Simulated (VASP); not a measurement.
Write the native input for VASP 6.6.1 that does the following.

| Property | Result |
| --- | --- |
| Task | single point |
| Functional | PBE |
| Potentials or basis | VASP PAW PBE potentials, release 64 (Ba_sv, S) |
| Cutoff | 520 eV |
| k mesh | 2 × 2 × 2 |
| Occupations | gaussian, width 0.02 eV |
| Spin | no spin polarisation |
| Dipole correction | no |
| Further INCAR settings | LREAL = Auto; ALGO = Normal; EDIFF = 1e-06; NBANDS = 83 |

The structure of Ba9S8 (a cell with a defect) lies in POSCAR:

```
Ba9S8
1.0
    6.4285179485      0.0000000000      6.4285179485
    0.0000000000     -6.4285179485      6.4285179485
    6.4285179485     -6.4285179485      0.0000000000
Ba S
9 8
Direct
    0.0022840412      0.5043706848      0.5024677579
    0.0022959413     -0.0095058457      0.5024771691
    0.5091261355      0.4975752616      0.4953616876
    0.5665410798      0.0069083575      0.4192694991
   -0.0048284068      0.4975779061      1.0093143633
   -0.0809043397      0.0069327021      1.0666802294
    0.5042088279      0.4778682310      1.0043956557
    0.5042059501      0.0131806430      1.0043966668
    0.3006119786      0.9491317515      0.8007846507
    0.7517883653      0.7263352202      0.2519661628
    0.7517957543      0.2695382534      0.2519796185
    0.2488589925      0.7651580877      0.2204695563
    0.2494845644      0.2388990763      0.2723528213
    0.7203219369      0.7651391097      0.7490447314
    0.7721246234      0.2389225654      0.7496597254
    0.2456360101      0.7075155637      0.7458254824
    0.2456022543      0.3007060905      0.7457996600
```

These files were run (other wordings do the same):

INCAR

```
SYSTEM = Ba9S8
PREC = Accurate
ENCUT = 520
EDIFF = 1E-6
ISMEAR = 0
SIGMA = 0.02
LREAL = Auto
LASPH = .True.
NELM = 100
ALGO = Normal
ISIF = 2
LWAVE = .False.
LCHARG = .False.
GGA = PE
NBANDS = 83
```

KPOINTS

```
Automatic mesh
0
Gamma
  2 2 2
  0 0 0
```

Potentials or basis: VASP PAW PBE potentials, release 64 (Ba_sv, S).

Run with:

```bash
$ cat potpaw_PBE.64/Ba_sv/POTCAR potpaw_PBE.64/S/POTCAR > POTCAR
$ mpirun -np 1 vasp_std > vasp.out
```

Results of the run:

```json
{"Pressure": "4.7 GPa", "Largest force": "1.301 eV/Å", "Band gap on the k mesh": "zero (bands 69 and 70 overlap by 0.38 eV)"}
```

Caveat: the k points lie up to 0.42 Å⁻¹ apart; spin-orbit coupling is left out, which moves the levels of the heavy elements.

Wall time 7.5 min on 1 thread of Intel(R) Xeon(R) 6975P-C (Granite Rapids), with other jobs on the host, peak memory 0.77 GiB.
